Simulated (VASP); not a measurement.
# HfAs4 (P4/mmm) in VASP: density of states with PBE

Aim: the density of states of HfAs4 with PBE.

Everything below comes from runs of VASP 6.6.1. Logs are shortened: lines on timing, memory, paths and dates and some standing lists are left out, and cuts for length are marked.

**1. The cell of the first run**

Symmetry: P4/mmm, No. 123, tetragonal system. Conventional cell: a = 4.497 Å, b = 4.497 Å, c = 5.627 Å, α = 90.00°, β = 90.00°, γ = 90.00°. Within 3.6 Å of Hf (site symmetry 4/mmm) lie 8 As at 2.74 Å. As (site symmetry 2mm) has 6 As at 2.48 to 3.18 Å and 2 Hf at 2.74 Å within 3.3 Å.

**2. Density of states, PBE**

Input file POSCAR:

```
HfAs4
1.0
    4.4965227408      0.0000000000      0.0000000000
    0.0000000000      4.4965227408      0.0000000000
    0.0000000000      0.0000000000      5.6269902834
Hf As
1 4
Direct
    0.0000000000      0.0000000000      0.0000000000
    0.5000000000      0.0000000000      0.2796990018
    0.0000000000      0.5000000000      0.7203009982
    0.5000000000      0.0000000000      0.7203009982
    0.0000000000      0.5000000000      0.2796990018
```

Input file INCAR.step1:

```
ALGO = Normal
EDIFF = 1E-7
ENCUT = 520
GGA = PE
ISIF = 2
ISMEAR = 0
LASPH = True
LCHARG = True
LMAXMIX = 4
LREAL = False
LWAVE = False
NBANDS = 23
NELM = 60
PREC = Accurate
SIGMA = 0.1
```

Input file KPOINTS.step1:

```
k-points
0
Gamma
  8 8 8
```

Input file INCAR.step2:

```
ALGO = Normal
EDIFF = 1E-7
ENCUT = 520
GGA = PE
ICHARG = 11
ISIF = 2
ISMEAR = -5
LASPH = True
LCHARG = False
LMAXMIX = 4
LORBIT = 10
LREAL = False
LWAVE = False
NBANDS = 23
NEDOS = 1001
NELM = 60
PREC = Accurate
SIGMA = 0.1
```

Input file KPOINTS.step2:

```
k-points
0
Gamma
  12 12 12
```

Potentials or basis: VASP PAW PBE potentials, release 64 (Hf_pv, As).

Launch:

```sh
$ cat potpaw_PBE.64/Hf_pv/POTCAR potpaw_PBE.64/As/POTCAR > POTCAR
$ cp INCAR.step1 INCAR
$ cp KPOINTS.step1 KPOINTS
$ mpirun -np 1 vasp_std > vasp.out
$ cp INCAR.step2 INCAR
$ cp KPOINTS.step2 KPOINTS
$ mpirun -np 1 vasp_std > vasp.out
```

OUTCAR:

```text
EDIFF = 1E-7
   ENCUT = 520
   GGA = PE
   ICHARG = 11
   ISIF = 2
   ISMEAR = -5
   LASPH = True
   LORBIT = 10
   LREAL = False
   NELM = 60
   PREC = Accurate

 ion  position               nearest neighbor table
   1  0.000  0.000  0.000-   2 2.74   3 2.74   4 2.74   5 2.74   3 2.74   5 2.74   2 2.74   4 2.74

   2  0.500  0.000  0.280-   4 2.48   1 2.74   1 2.74
   3  0.000  0.500  0.720-   5 2.48   1 2.74   1 2.74
   4  0.500  0.000  0.720-   2 2.48   1 2.74   1 2.74
   5  0.000  0.500  0.280-   3 2.48   1 2.74   1 2.74

  LATTYP: Found a simple tetragonal cell.
 ALAT       =     4.4965227408
 C/A-ratio  =     1.2514092795

  Lattice vectors:

 A1 = (   4.4965227408,   0.0000000000,   0.0000000000)
 A2 = (   0.0000000000,   4.4965227408,   0.0000000000)
 A3 = (   0.0000000000,   0.0000000000,   5.6269902834)

Analysis of symmetry for initial positions (statically):
=====================================================================
 Subroutine PRICEL returns:
 Original cell was already a primitive cell.

 Routine SETGRP: Setting up the symmetry group for a
 simple tetragonal supercell.

 Subroutine GETGRP returns: Found 16 space group operations
 (whereof 16 operations were pure point group operations)
 out of a pool of 16 trial point group operations.

The static configuration has the point symmetry D_4h.

Analysis of symmetry for dynamics (positions and initial velocities):
=====================================================================
 Subroutine PRICEL returns:
 Original cell was already a primitive cell.

 Routine SETGRP: Setting up the symmetry group for a
 simple tetragonal supercell.

 Subroutine GETGRP returns: Found 16 space group operations
 (whereof 16 operations were pure point group operations)
 out of a pool of 16 trial point group operations.

The dynamic configuration has the point symmetry D_4h.

 Subroutine INISYM returns: Found 16 space group operations
 (whereof 16 operations are pure point group operations),
 and found     1 'primitive' translations

----------------------------------------------------------------------------------------

                                     Primitive cell

  volume of cell :     113.7705

  direct lattice vectors                    reciprocal lattice vectors
     4.496522741  0.000000000  0.000000000     0.222394072  0.000000000  0.000000000
     0.000000000  4.496522741  0.000000000     0.000000000  0.222394072  0.000000000
     0.000000000  0.000000000  5.626990283     0.000000000  0.000000000  0.177714897

  length of vectors
     4.496522741  4.496522741  5.626990283     0.222394072  0.222394072  0.177714897

  position of ions in fractional coordinates (direct lattice)
     0.000000000  0.000000000  0.000000000
     0.500000000  0.000000000  0.279699002
     0.000000000  0.500000000  0.720300998
     0.500000000  0.000000000  0.720300998
     0.000000000  0.500000000  0.279699002

  ion indices of the primitive-cell ions
   primitive index   ion index
                 1           1
                 2           2
                 3           3
                 4           4
                 5           5

----------------------------------------------------------------------------------------

 KPOINTS: k-points

Automatic generation of k-mesh.
 Grid dimensions read from file:
 generate k-points for:   12   12   12

 Generating k-lattice:

  Cartesian coordinates                     Fractional coordinates (reciprocal lattice)
     0.018532839  0.000000000  0.000000000     0.083333333  0.000000000  0.000000000
     0.000000000  0.018532839  0.000000000     0.000000000  0.083333333  0.000000000
     0.000000000  0.000000000  0.014809575     0.000000000  0.000000000  0.083333333

  Length of vectors
     0.018532839  0.018532839  0.014809575

  Shift w.r.t. Gamma in fractional coordinates (k-lattice)
     0.000000000  0.000000000  0.000000000

 TETIRR: Found   2592 inequivalent tetrahedra from    10368

 Subroutine IBZKPT returns following result:
 ===========================================

 Found    196 irreducible k-points:

 Following reciprocal coordinates:
            Coordinates               Weight
  0.000000  0.000000  0.000000      1.000000
  0.083333  0.000000  0.000000      4.000000
  0.166667  0.000000  0.000000      4.000000
  0.250000  0.000000  0.000000      4.000000
  0.333333  0.000000  0.000000      4.000000
  0.416667  0.000000  0.000000      4.000000
[... 16 lines left out ...]
  0.333333  0.333333  0.000000      4.000000
  0.416667  0.333333  0.000000      8.000000
 [... further k-points ...]
   k-points           NKPTS =    196   k-points in BZ     NKDIM =    196   number of bands    NBANDS=     23
   number of dos      NEDOS =   1001   number of ions     NIONS =      5
   total plane-waves  NPLWV =  54432
   dimension x,y,z NGX =    36 NGY =   36 NGZ =   42
   dimension x,y,z NGXF=    72 NGYF=   72 NGZF=   84
   ions per type =               1   4
   NGX,Y,Z   is equivalent  to a cutoff of  13.31, 13.31, 12.41 a.u.
   NGXF,Y,Z  is equivalent  to a cutoff of  26.62, 26.62, 24.82 a.u.
 SYSTEM =  unknown system
   PREC   = accura    normal or accurate (medium, high low for compatibility)
   ISTART =      0    job   : 0-new  1-cont  2-samecut
   ICHARG =     11    charge: 1-file 2-atom 10-const
   ISPIN  =      1    spin polarized calculation?
   LNONCOLLINEAR =      F non collinear calculations
   LSORBIT =      F    spin-orbit coupling
   LASPH  =      T    aspherical Exc in radial PAW
   ENCUT  =  520.0 eV  38.22 Ry    6.18 a.u.   8.36  8.36 10.46*2*pi/ulx,y,z
   NELM   =     60;   NELMIN=  2; NELMDL=  0     # of ELM steps
   EDIFF  = 0.1E-06   stopping-criterion for ELM
   LREAL  =      F    real-space projection
   EDIFFG = 0.1E-05   stopping-criterion for IOM
   NSW    =      0    number of steps for IOM
   IBRION =     -1    ionic relax: 0-MD 1-quasi-New 2-CG
   NFREE  =      0    steps in history (QN), initial steepest desc. (CG)
   ISIF   =      2    stress and relaxation
   ISYM   =      2    0-nonsym 1-usesym 2-fastsym
   POTIM  = 0.5000    time-step for ionic-motion
   TEBEG  =    0.0;   TEEND  =   0.0 temperature during run
   PSTRESS=    0.0 pullay stress
   NELECT =      30.0000    total number of electrons
   NUPDOWN=      -1.0000    fix difference up-down
   EMIN   =  10.00;   EMAX   =-10.00  energy-range for DOS
   EFERMI =   0.00;   METHOD = LEGACY
   ISMEAR =    -5;   SIGMA  =   0.10  broadening in eV -4-tet -1-fermi 0-gaus
   EFERMI_NEDOS =   21; number of points for ismear=-14 and -15
   IALGO  =     38    algorithm
   IMIX   =      4    mixing-type and parameters
     AMIX     =   0.40;   BMIX     =  1.00
     AMIX_MAG =   1.60;   BMIX_MAG =  1.00
  volume/ion in A,a.u.               =      22.75       153.55
  Fermi-wavevector in a.u.,A,eV,Ry     =   1.049797  1.983829 14.994624  1.102074
  Thomas-Fermi vector in A             =   2.184774
   LORBIT       =     10    0 simple, 1 ext, 2 COOP (PROOUT), +10 PAW based schemes
   GGA     = PE    functional components
   LHFCALC =     F    Hartree Fock is set to
   AEXX    =    0.0000 exact exchange contribution
   IVDW    =     0    specifies the selected vdW correction
   LEPSILON=     F    determine dielectric tensor
   LRPA    =     F    only Hartree local field effects (RPA)
 non-spin polarized calculation
 Fermi weights with tetrahedron method with Bloechl corrections
  energy-cutoff  :      520.00
  volume of cell :      113.77
 maximum number of plane-waves:      3099
 NGX is ok and might be reduce to    36

 number of electron      29.9999996 magnetization

 Free energy of the ion-electron system (eV)
  ---------------------------------------------------
  ext. energy  EPLUGINS =         0.00000000
  ---------------------------------------------------
  free energy    TOTEN  =       -29.15438357 eV

  energy without entropy =      -29.15438357  energy(sigma->0) =      -29.15438357

 E-fermi :   4.6120     XC(G=0):  -9.9502

 val. band max:        4.7193929544   @ k =   0.5000   0.1667   0.4167
 cond. band min:       4.5402776414   @ k =   0.4167   0.0000   0.3333
 fundamental gap:     -0.1791153130
 Fermi energy:         4.6120098171

 k-point     1 :       0.0000    0.0000    0.0000
  band No.  band energies     occupation
      1     -26.5785      2.00000
      2     -26.5295      2.00000
      3     -26.5295      2.00000
      4      -8.9715      2.00000
      5      -6.2404      2.00000
      6      -5.5719      2.00000
[... 15 lines left out ...]
     22       9.6618      0.00000
     23       9.6618      0.00000

 k-point     2 :       0.0833    0.0000    0.0000
  band No.  band energies     occupation
      1     -26.5783      2.00000
      2     -26.5308      2.00000
      3     -26.5294      2.00000
      4      -8.9307      2.00000
      5      -6.2892      2.00000
      6      -5.5463      2.00000
[... 15 lines left out ...]
     22       9.2734      0.00000
     23       9.7291      0.00000

 k-point     3 :       0.1667    0.0000    0.0000
  band No.  band energies     occupation
      1     -26.5778      2.00000
      2     -26.5343      2.00000
      3     -26.5292      2.00000
      4      -8.8104      2.00000
      5      -6.4335      2.00000
      6      -5.4697      2.00000
[... 15 lines left out ...]
     22       9.3706      0.00000
     23       9.7339      0.00000

 k-point     4 :       0.2500    0.0000    0.0000
  band No.  band energies     occupation
      1     -26.5771      2.00000
      2     -26.5391      2.00000
      3     -26.5290      2.00000
      4      -8.6167      2.00000
      5      -6.6641      2.00000
      6      -5.3432      2.00000
[... 15 lines left out ...]
     22       9.6197      0.00000
     23       9.7905      0.00000

 k-point     5 :       0.3333    0.0000    0.0000
  band No.  band energies     occupation
      1     -26.5764      2.00000
      2     -26.5440      2.00000
      3     -26.5288      2.00000
      4      -8.3603      2.00000
      5      -6.9611      2.00000
      6      -5.1700      2.00000
[... 15 lines left out ...]
     22       9.8011      0.00000
     23      10.1758      0.00000

 k-point     6 :       0.4167    0.0000    0.0000
  band No.  band energies     occupation
      1     -26.5759      2.00000
      2     -26.5475      2.00000
      3     -26.5286      2.00000
      4      -8.0617      2.00000
      5      -7.2917      2.00000
      6      -4.9633      2.00000
[... 15 lines left out ...]
     22       9.9652      0.00000
     23      10.1512      0.00000

 k-point     7 :       0.5000    0.0000    0.0000
  band No.  band energies     occupation
      1     -26.5757      2.00000
      2     -26.5488      2.00000
      3     -26.5286      2.00000
      4      -7.8350      2.00000
      5      -7.5304      2.00000
      6      -4.8207      2.00000
[... 353 lines left out ...]
     22       8.8074      0.00000
     23       9.2829      0.00000

 k-point    21 :       0.4167    0.2500    0.0000
  band No.  band energies     occupation
      1     -26.5745      2.00000
      2     -26.5470      2.00000
      3     -26.5383      2.00000
      4      -7.8012      2.00000
      5      -7.2324      2.00000
      6      -4.8444      2.00000
[... 15 lines left out ...]
     22       8.8833      0.00000
     23       9.1349      0.00000

 k-point    22 :       0.5000    0.2500    0.0000
  band No.  band energies     occupation
      1     -26.5743      2.00000
      2     -26.5483      2.00000
      3     -26.5382      2.00000
      4      -7.5931      2.00000
      5      -7.4263      2.00000
      6      -4.7156      2.00000
[... 15 lines left out ...]
     22       8.9814      0.00000
     23       9.0887      0.00000

 k-point    23 :       0.3333    0.3333    0.0000
  band No.  band energies     occupation
      1     -26.5743      2.00000
      2     -26.5433      2.00000
      3     -26.5432      2.00000
      4      -7.8593      2.00000
      5      -7.0926      2.00000
      6      -4.9002      2.00000
[... 15 lines left out ...]
     22       8.9473      0.00000
     23       9.0427      0.00000

 k-point    24 :       0.4167    0.3333    0.0000
  band No.  band energies     occupation
      1     -26.5738      2.00000
      2     -26.5468      2.00000
      3     -26.5431      2.00000
      4      -7.6376      2.00000
      5      -7.2247      2.00000
      6      -4.7684      2.00000
[... 15 lines left out ...]
     22       8.8322      0.00000
     23       9.1140      0.00000

 [... further k-points ...]

------------------------ aborting loop because EDIFF is reached ----------------------------------------

  FORCE on cell =-STRESS in cart. coord.  units (eV):
  Direction    XX          YY          ZZ          XY          YZ          ZX
  --------------------------------------------------------------------------------------
  -------------------------------------------------------------------------------------
  Total        0.0365599      0.0365599     -0.0853512      0.0000000     -0.0000000      0.0000000
  in kB        0.5148560      0.5148560     -1.2019608      0.0000000     -0.0000000      0.0000000
  external PRESSURE =      -0.0574162 kB  Pullay stress =       0.0000000 kB

 VOLUME and BASIS-vectors are now :
 -----------------------------------------------------------------------------
  energy-cutoff  :      520.00
  volume of cell :      113.77
      direct lattice vectors                 reciprocal lattice vectors
     4.496522741  0.000000000  0.000000000     0.222394072  0.000000000  0.000000000
     0.000000000  4.496522741  0.000000000     0.000000000  0.222394072  0.000000000
     0.000000000  0.000000000  5.626990283     0.000000000  0.000000000  0.177714897

 POSITION                                       TOTAL-FORCE (eV/Angst)
 -----------------------------------------------------------------------------------
      0.00000      0.00000      0.00000         0.000000     -0.000000     -0.000000
      2.24826      0.00000      1.57386        -0.000000     -0.000000     -0.036265
      0.00000      2.24826      4.05313         0.000000      0.000000      0.036265
      2.24826      0.00000      4.05313         0.000000     -0.000000      0.036265
      0.00000      2.24826      1.57386         0.000000     -0.000000     -0.036265
 -----------------------------------------------------------------------------------
    total drift:                               -0.000000      0.000000      0.000000

  FREE ENERGIE OF THE ION-ELECTRON SYSTEM (eV)
  ---------------------------------------------------
  free  energy   TOTEN  =       -29.1543835673 eV

  energy  without entropy=      -29.1543835673  energy(sigma->0) =      -29.15438357

 total charge

# of ion       s       p       d       tot
------------------------------------------
    1        0.314   6.423   1.609   8.345
    2        1.274   1.398   0.041   2.713
    3        1.274   1.398   0.041   2.713
    4        1.274   1.398   0.041   2.713
    5        1.274   1.398   0.041   2.713
--------------------------------------------------
tot          5.410  12.015   1.773  19.198
```

Run time: 7.1 min. Hardware: 1 thread of Intel Xeon 6975P-C, shared host; peak memory 0.57 GiB.

What came out:

| Property | Result |
| --- | --- |
| Valence electrons inside the program's atomic spheres | Hf 8.35; As 2.71 |

Caveat: spin-orbit coupling is left out, which moves the levels of the heavy elements; tetrahedron occupations give inexact forces and stress in metals.
